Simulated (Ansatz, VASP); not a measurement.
## Ge in VASP and in Ansatz

```
Ge
1.0
     0.00000    2.77102    2.77102
     2.77102    0.00000    2.77102
     2.77102    2.77102    0.00000
Ge
2
Direct
  0.50000 0.50000 0.50000
  0.75000 0.75000 0.75000
```

Change from the starting cell: volume scaled by 0.94, crystal datasets.

Alike in both runs: task electric field gradients; functional PBEsol; k mesh 11 × 11 × 11; occupations fermi-dirac, width 0.05 eV; no spin polarisation.

|  | VASP | Ansatz |
| --- | --- | --- |
| version | VASP 6.6.1 | Ansatz 0.2.0 |
| potentials or method | VASP PAW PBE potentials, release 64 (Ge_d), cutoff 520 eV | all-electron PAW with datasets made for the crystal, scalar-relativistic |

Ansatz gave:

| Quantity | Value |
| --- | --- |
| pressure (GPa) | 5.7 |

Problem. Which values does VASP return?

Solution. Pressure (GPa): 5.6.

VASP's potentials were made for PBE, not for PBEsol. Ansatz ran all-electron here, and VASP with PAW potentials.
